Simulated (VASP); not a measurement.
# Rb (P6_3/mmc) in VASP: further runs, part 2 of 2

VASP 6.6.1. Earlier steps stand in the parts before.

## Step 3: Single point, PBE+D3(BJ)

This run uses another cell than the first one, of 94.64 Å³/atom, 1.101 times its volume.

Input file INCAR:

```
ALGO = Normal
EDIFF = 1E-7
ENCUT = 520
GGA = PE
ISIF = 2
ISMEAR = 0
IVDW = 12
LASPH = True
LCHARG = False
LREAL = False
LWAVE = False
NBANDS = 16
NELM = 100
PREC = Accurate
SIGMA = 0.1
```

Input file KPOINTS:

```
k-points
0
Gamma
  6 6 2
```

Input file POSCAR:

```
Rb
1.0
    5.0882069760      0.0000000000      0.0000000000
   -2.5441034880      4.4065165009      0.0000000000
    0.0000000000      0.0000000000      8.4420579800
Rb
2
Direct
    0.3333333300      0.6666666700      0.2500000000
    0.6666666700      0.3333333300      0.7500000000
```

Potentials or basis: VASP PAW PBE potentials, release 64 (Rb_sv).

Started as:

```bash
$ cat potpaw_PBE.64/Rb_sv/POTCAR > POTCAR
$ mpirun -np 1 vasp_std > vasp.out
```

OUTCAR:

```text
EDIFF = 1E-7
   ENCUT = 520
   GGA = PE
   ISIF = 2
   ISMEAR = 0
   IVDW = 12
   LASPH = True
   LREAL = False
   NELM = 100
   PREC = Accurate
 IVDW          = 12

 ion  position               nearest neighbor table
   1  0.333  0.667  0.250-   2 5.14   2 5.14   2 5.14   2 5.14   2 5.14   2 5.14
   2  0.667  0.333  0.750-   1 5.14   1 5.14   1 5.14   1 5.14   1 5.14   1 5.14

  LATTYP: Found a hexagonal cell.
 ALAT       =     5.0882069760
[... 446 lines left out ...]

------------------------ aborting loop because EDIFF is reached ----------------------------------------

 Edisp (eV)   -0.19502

 E8    (eV) :    -0.1119

  FORCE on cell =-STRESS in cart. coord.  units (eV):
  Direction    XX          YY          ZZ          XY          YZ          ZX
  --------------------------------------------------------------------------------------
  -------------------------------------------------------------------------------------
  Total      -0.18308    -0.18308    -0.57967    -0.00000     0.00000     0.00000
  in kB      -1.54970    -1.54970    -4.90661    -0.00000     0.00000     0.00000
  external pressure =       -2.67 kB  Pullay stress =        0.00 kB

 VOLUME and BASIS-vectors are now :
 -----------------------------------------------------------------------------
  energy-cutoff  :      520.00
  volume of cell :      189.28
      direct lattice vectors                 reciprocal lattice vectors
     5.088206976  0.000000000  0.000000000     0.196532886  0.113468314  0.000000000
    -2.544103488  4.406516501  0.000000000     0.000000000  0.226936629  0.000000000
     0.000000000  0.000000000  8.442057980     0.000000000  0.000000000  0.118454529

 POSITION                                       TOTAL-FORCE (eV/Angst)
 -----------------------------------------------------------------------------------
     -0.00000      2.93768      2.11051        -0.000000      0.000000      0.000000
      2.54410      1.46884      6.33154         0.000000     -0.000000      0.000000
 -----------------------------------------------------------------------------------
    total drift:                               -0.000005      0.000003     -0.000000

  FREE ENERGIE OF THE ION-ELECTRON SYSTEM (eV)
  ---------------------------------------------------
  free  energy   TOTEN  =        -2.1019754872 eV

  energy  without entropy=       -2.0978623005  energy(sigma->0) =       -2.09991889
```

OSZICAR:

```text
N       E                     dE             d eps       ncg     rms          rms(c)
DAV:   1     0.121559467162E+03    0.12156E+03   -0.68418E+03   448   0.848E+02
DAV:   2     0.110265005960E+02   -0.11053E+03   -0.10612E+03   632   0.182E+02
DAV:   3    -0.909360421523E+00   -0.11936E+02   -0.11898E+02   616   0.601E+01
DAV:   4    -0.189853204215E+01   -0.98917E+00   -0.98903E+00   752   0.117E+01
DAV:   5    -0.190353206530E+01   -0.50000E-02   -0.50000E-02   648   0.107E+00    0.160E+00
DAV:   6    -0.190482557667E+01   -0.12935E-02   -0.34214E-03   632   0.327E-01    0.963E-01
DAV:   7    -0.190669390165E+01   -0.18683E-02   -0.51845E-03   552   0.390E-01    0.626E-02
DAV:   8    -0.190692477943E+01   -0.23088E-03   -0.29073E-04   656   0.103E-01    0.214E-02
DAV:   9    -0.190695102541E+01   -0.26246E-04   -0.23348E-05   632   0.315E-02    0.748E-03
DAV:  10    -0.190695218450E+01   -0.11591E-05   -0.75413E-06   584   0.143E-02    0.132E-03
DAV:  11    -0.190695226914E+01   -0.84641E-07   -0.26359E-07   504   0.261E-03
   1 F= -.21019755E+01 E0= -.20999189E+01  d E =-.411319E-02
```

stdout:

```text
POSCAR found type information on POSCAR Rb
 POSCAR found :  1 types and       2 ions
 scaLAPACK will be used
 LDA part: xc-table for (Slater+PW92), standard interpolation
 POSCAR, INCAR and KPOINTS ok, starting setup
 FFT: planning ... GRIDC
 FFT: planning ... GRID_SOFT
 FFT: planning ... GRID
 WAVECAR not read
 entering main loop
```

It took 23 s on 1 thread of Intel Xeon 6975P-C (Granite Rapids), shared host; peak memory 0.31 GiB.

What came out:

| Item | Value |
| --- | --- |
| Free energy | -2.1020 eV |
| Pressure | -0.3 GPa |
| Band gap on the k mesh | zero (band 9 reaches 0.99 eV, above the bottom of band 10 at -1.36 eV) |
| Dispersion energy per atom | -0.098 eV |

Levels at points of the mesh, in eV from the Fermi level:
```
           k point  band 5  band 6  band 7  band 8  band 9  band 10  band 11  band 12  band 13  band 14
(0.00, 0.00, 0.00)  -13.08  -13.07  -13.07  -13.06   -2.02     0.00     0.49     3.35     3.37     3.37
(0.50, 0.00, 0.00)  -13.11  -13.09  -13.08  -13.08   -0.04     0.22     1.20     1.46     1.89     2.28
(0.00, 0.00, 0.50)  -13.07  -13.07  -13.07  -13.07   -1.39    -1.39     2.13     2.13     3.41     3.41
(0.50, 0.00, 0.50)  -13.09  -13.09  -13.09  -13.09    0.32     0.32     0.78     0.78     2.40     2.40
```

Caveat: the k points lie up to 0.37 Å⁻¹ apart; pairwise dispersion overbinds metals, which lowers pressure and volume.

## Step 4: Single point, PBE+D3(BJ)

This run uses another cell than the first one: it holds 4 atoms, not 2.

Input file INCAR:

```
ALGO = Fast
EDIFF = 1E-6
ENCUT = 520
GGA = PE
ISIF = 2
ISMEAR = 0
IVDW = 12
LASPH = True
LCHARG = False
LREAL = False
LWAVE = False
NBANDS = 26
NELM = 60
PREC = Accurate
SIGMA = 0.15
```

Input file KPOINTS:

```
k-points
0
Gamma
  8 4 4
```

Input file POSCAR:

```
Rb
1.0
   -4.9523827113      0.0000000000      0.0000000000
    0.0000000000      0.0000000000     -8.0990821851
    0.0000000001     -8.5777784745      0.0000000000
Rb
4
Direct
    0.5000000000      0.7500000000      0.1666666667
    0.0000000000      0.7500000000      0.6666666667
    1.0000000000      0.2500000000      0.3333333333
    0.5000000000      0.2500000000      0.8333333333
```

Started as:

```bash
$ cat potpaw_PBE.64/Rb_sv/POTCAR > POTCAR
$ mpirun -np 1 vasp_std > vasp.out
```

It took 11 min on 1 thread of Oxide Virtual Turin-like, shared host; peak memory 0.54 GiB.

It converged, with:

* Free energy: -4.1907 eV
* Pressure: 0.0 GPa
* Band gap on the k mesh: zero (band 18 reaches 0.65 eV, above the bottom of band 19 at -0.63 eV)
* Dispersion energy per atom: -0.107 eV

Levels at points of the mesh, in eV from the Fermi level:
| k point | band 16 | band 17 | band 18 | band 19 | band 20 | band 21 |
| --- | --- | --- | --- | --- | --- | --- |
| (0.00, 0.00, 0.00) | -12.90 | -2.04 | 0.05 | 0.12 | 0.33 | 0.69 |
| (0.50, 0.00, 0.00) | -12.93 | -0.29 | -0.29 | 1.26 | 1.26 | 1.28 |
| (0.00, 0.50, 0.00) | -12.91 | -1.34 | -1.34 | 0.40 | 0.40 | 0.96 |
| (0.50, 0.50, 0.00) | -12.92 | 0.24 | 0.24 | 0.24 | 0.24 | 1.57 |
| (0.00, 0.00, 0.50) | -12.91 | -1.41 | -1.41 | 0.78 | 0.78 | 0.87 |
| (0.50, 0.00, 0.50) | -12.92 | 0.05 | 0.05 | 0.33 | 0.33 | 1.28 |
| (0.00, 0.50, 0.50) | -12.92 | -0.76 | -0.76 | -0.76 | -0.76 | 2.18 |
| (0.50, 0.50, 0.50) | -12.93 | 0.40 | 0.40 | 0.40 | 0.40 | 0.96 |

Caveat: pairwise dispersion overbinds metals, which lowers pressure and volume.

## Step 5: Overview

```csv
task,cell,k mesh,cutoff (eV),smearing,gap on the mesh (eV),pressure (GPa)
relaxation of cell and atoms,"relaxed from a = 4.926, b = 4.926, c = 8.181 Å, angles 90.0, 90.0, 120.0°, 2 atoms",12 × 12 × 6,600,gaussian 0.1 eV,none,0.0
single point,"a = 5.088, b = 5.088, c = 8.442 Å, angles 90.0, 90.0, 120.0°, 2 atoms",6 × 6 × 2,520,gaussian 0.1 eV,none,-0.3
single point,"a = 4.952, b = 8.099, c = 8.578 Å, 4 atoms",8 × 4 × 4,520,gaussian 0.15 eV,none,0.0
```

Alike in all rows: level PBE+D3(BJ); potentials or basis VASP PAW PBE potentials, release 64 (Rb_sv); no spin polarisation.

Caveats: some runs use coarse meshes; pairwise dispersion overbinds metals, which lowers pressure and volume.

Absolute energies hang on the potentials; compare differences alone.
